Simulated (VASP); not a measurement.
# Cu3N (Pm-3m) in VASP: further runs, part 2 of 2

VASP 6.6.1. Earlier steps stand in the parts before.

### 3 Electric field gradients, PBEsol

Contents of INCAR:

```
SYSTEM = Cu3N
PREC = Accurate
ENCUT = 520
EDIFF = 1E-8
ISMEAR = -1
SIGMA = 0.08
LREAL = .FALSE.
LASPH = .TRUE.
NELM = 120
ALGO = Normal
ISIF = 2
LWAVE = .FALSE.
LCHARG = .FALSE.
GGA = PS
LEFG = .TRUE.
NBANDS = 27
GGA_COMPAT = .FALSE.
```

Contents of KPOINTS:

```
Automatic mesh
0
G
  10 10 10
  0 0 0
```

Contents of POSCAR:

```
Cu3N
1.0
    3.8140000000      0.0000000000      0.0000000000
    0.0000000000      3.8140000000      0.0000000000
    0.0000000000      0.0000000000      3.8140000000
Cu N
3 1
Direct
    0.5000000000      0.0000000000      0.0000000000
    0.0000000000      0.5000000000      0.0000000000
    0.0000000000      0.0000000000      0.5000000000
    0.0000000000      0.0000000000      0.0000000000
```

Potentials or basis: VASP PAW PBE potentials, release 64 (Cu, N).

On the command line:

```bash
$ cat potpaw_PBE.64/Cu/POTCAR potpaw_PBE.64/N/POTCAR > POTCAR
$ mpirun -np 1 vasp_std > vasp.out
```

OUTCAR:

```text
SYSTEM = Cu3N
   PREC = Accurate
   ENCUT = 520
   EDIFF = 1E-8
   ISMEAR = -1
   LREAL = .FALSE.
   LASPH = .TRUE.
   NELM = 120
   ISIF = 2
   GGA = PS

 ion  position               nearest neighbor table
   1  0.500  0.000  0.000-   4 1.91   4 1.91   2 2.70   3 2.70   2 2.70   2 2.70   3 2.70   3 2.70
                             3 2.70   2 2.70
   2  0.000  0.500  0.000-   4 1.91   4 1.91   1 2.70   3 2.70   1 2.70   3 2.70   3 2.70   3 2.70
                             1 2.70   1 2.70
   3  0.000  0.000  0.500-   4 1.91   4 1.91   1 2.70   1 2.70   2 2.70   2 2.70   2 2.70   2 2.70
                             1 2.70   1 2.70
   4  0.000  0.000  0.000-   1 1.91   2 1.91   3 1.91   3 1.91   2 1.91   1 1.91

  LATTYP: Found a simple cubic cell.
 ALAT       =     3.8140000000

  Lattice vectors:

 A1 = (   3.8140000000,   0.0000000000,   0.0000000000)
 A2 = (   0.0000000000,   3.8140000000,   0.0000000000)
 A3 = (   0.0000000000,   0.0000000000,   3.8140000000)

Analysis of symmetry for initial positions (statically):
=====================================================================
 Subroutine PRICEL returns:
 Original cell was already a primitive cell.

 Routine SETGRP: Setting up the symmetry group for a
 simple cubic supercell.

 Subroutine GETGRP returns: Found 48 space group operations
 (whereof 48 operations were pure point group operations)
 out of a pool of 48 trial point group operations.

The static configuration has the point symmetry O_h .

Analysis of symmetry for dynamics (positions and initial velocities):
=====================================================================
 Subroutine PRICEL returns:
 Original cell was already a primitive cell.
[... 173 lines left out ...]
      6       0.8772      2.00000
[... 709 lines left out ...]
     26      13.9259      0.00000
     27      14.9711      0.00000

 [... further k-points ...]
[... 5 lines left out ...]
  --------------------------------------------------------------------------------------
  -------------------------------------------------------------------------------------
  Total       -1.4696577     -1.4696577     -1.4696577      0.0000000     -0.0000000     -0.0000000
  in kB      -42.4409114    -42.4409114    -42.4409114      0.0000000     -0.0000000     -0.0000000
  external PRESSURE =     -42.4409114 kB  Pullay stress =       0.0000000 kB

 VOLUME and BASIS-vectors are now :
 -----------------------------------------------------------------------------
  energy-cutoff  :      520.00
  volume of cell :       55.48
      direct lattice vectors                 reciprocal lattice vectors
     3.814000000  0.000000000  0.000000000     0.262191924  0.000000000  0.000000000
     0.000000000  3.814000000  0.000000000     0.000000000  0.262191924  0.000000000
     0.000000000  0.000000000  3.814000000     0.000000000  0.000000000  0.262191924

 POSITION                                       TOTAL-FORCE (eV/Angst)
 -----------------------------------------------------------------------------------
      1.90700      0.00000      0.00000         0.000000      0.000000      0.000000
      0.00000      1.90700      0.00000         0.000000      0.000000      0.000000
      0.00000      0.00000      1.90700         0.000000      0.000000      0.000000
      0.00000      0.00000      0.00000         0.000000      0.000000      0.000000
 -----------------------------------------------------------------------------------
    total drift:                                0.000000      0.000000     -0.000000

  FREE ENERGIE OF THE ION-ELECTRON SYSTEM (eV)
  ---------------------------------------------------
  free  energy   TOTEN  =       -20.4160085481 eV

  energy  without entropy=      -20.4127715746  energy(sigma->0) =      -20.41439006

 Electric field gradients (V/A^2)
---------------------------------------------------------------------
 ion       V_xx      V_yy      V_zz      V_xy      V_xz      V_yz
---------------------------------------------------------------------
   1     -59.189    29.594    29.594     0.000    -0.000    -0.000
   2      29.594   -59.189    29.594    -0.000     0.000     0.000
   3      29.594    29.594   -59.189     0.000     0.000    -0.000
   4       0.000    -0.000     0.000     0.000     0.000    -0.000
---------------------------------------------------------------------

 Electric field gradients after diagonalization (V/A^2)
 (convention: |V_zz| > |V_xx| > |V_yy|)
----------------------------------------------------------------------
 ion       V_xx      V_yy      V_zz     asymmetry (V_yy - V_xx)/ V_zz
----------------------------------------------------------------------
   1      29.594    29.594   -59.189       0.000
   2      29.594    29.594   -59.189       0.000
   3      29.594    29.594   -59.189       0.000
   4       0.000    -0.000     0.000      -0.588
----------------------------------------------------------------------

           NMR quadrupolar parameters

 Cq : quadrupolar parameter    Cq=e*Q*V_zz/h
 eta: asymmetry parameters     (V_yy - V_xx)/ V_zz
 Q  : nuclear electric quadrupole moment in mb (millibarn)
----------------------------------------------------------------------
 ion       Cq(MHz)       eta       Q (mb)
----------------------------------------------------------------------
   1      -0.143       0.000       1.000
   2      -0.143       0.000       1.000
   3      -0.143       0.000       1.000
   4       0.000      -0.588       1.000
----------------------------------------------------------------------
```

OSZICAR:

```text
N       E                     dE             d eps       ncg     rms          rms(c)
DAV:   1     0.298439954824E+03    0.29844E+03   -0.17306E+04  3048   0.221E+03
DAV:   2     0.111169116347E+02   -0.28732E+03   -0.27390E+03  3042   0.372E+02
DAV:   3    -0.238372684842E+02   -0.34954E+02   -0.33279E+02  3996   0.159E+02
DAV:   4    -0.252331677229E+02   -0.13959E+01   -0.13806E+01  4184   0.347E+01
DAV:   5    -0.252482463464E+02   -0.15079E-01   -0.15075E-01  3993   0.353E+00    0.164E+01
DAV:   6    -0.231777933140E+02    0.20705E+01   -0.41013E+01  3937   0.143E+02    0.109E+01
DAV:   7    -0.204278287088E+02    0.27500E+01   -0.10532E+01  3690   0.790E+01    0.254E+00
DAV:   8    -0.204453601410E+02   -0.17531E-01   -0.75093E-01  4029   0.659E+00    0.142E+00
DAV:   9    -0.204176228549E+02    0.27737E-01   -0.41345E-02  3814   0.263E+00    0.351E-01
DAV:  10    -0.204163069744E+02    0.13159E-02   -0.11507E-02  4078   0.183E+00    0.132E-01
DAV:  11    -0.204160576900E+02    0.24928E-03   -0.14821E-03  4525   0.695E-01    0.494E-02
DAV:  12    -0.204160069614E+02    0.50729E-04   -0.20373E-04  4676   0.166E-01    0.162E-02
DAV:  13    -0.204160089875E+02   -0.20261E-05   -0.37384E-05  4292   0.544E-02    0.661E-03
DAV:  14    -0.204160087814E+02    0.20606E-06   -0.26612E-06  4130   0.155E-02    0.305E-03
DAV:  15    -0.204160085242E+02    0.25729E-06   -0.98313E-07  4426   0.177E-02    0.165E-03
DAV:  16    -0.204160085484E+02   -0.24259E-07   -0.54286E-08  3791   0.293E-03    0.691E-04
DAV:  17    -0.204160085481E+02    0.35834E-09   -0.22988E-08  2832   0.143E-03
   1 F= -.20416009E+02 E0= -.20414390E+02  d E =-.323697E-02
```

stdout:

```text
POSCAR found type information on POSCAR CuN
 POSCAR found :  2 types and       4 ions
 scaLAPACK will be used
 -----------------------------------------------------------------------------
|                                                                             |
|                                                                             |
|     You enforced a specific xc type in the INCAR file but a different       |
|     I HOPE YOU KNOW WHAT YOU ARE DOING!                                     |
|                                                                             |
 -----------------------------------------------------------------------------

 LDA part: xc-table for (Slater+PW92), standard interpolation
 POSCAR, INCAR and KPOINTS ok, starting setup
 FFT: planning ... GRIDC
 FFT: planning ... GRID_SOFT
 FFT: planning ... GRID
 WAVECAR not read
 entering main loop
ion   1

ion   2

ion   3

ion   4
```

It took 2.1 min on 1 thread of AMD EPYC 7R13, shared host; peak memory 0.17 GiB.

What came out:

```yaml
Free_energy: -20.4160 eV
Pressure: -4.2 GPa
Band_gap_on_the_k_mesh: 0.17 eV (least direct gap 0.70 eV)
Largest_electric_field_gradient_by_atom: Cu -59.2; N +0.0 V/Å²
```

Electric field gradients, principal values (V/Å²):
```csv
atom,least,middle,greatest (by size)
1 Cu,29.594,29.594,-59.189
2 Cu,29.594,29.594,-59.189
3 Cu,29.594,29.594,-59.189
4 N,0.000,0.000,0.000
```

Caveat: the cell stands under tension; without QUAD_EFG the Cq values of the log hold for a quadrupole moment of 1 mb, not for the nuclei; the PAW data sets were made with another functional, which shifts forces and pressure a little. A k mesh can miss the band edges.
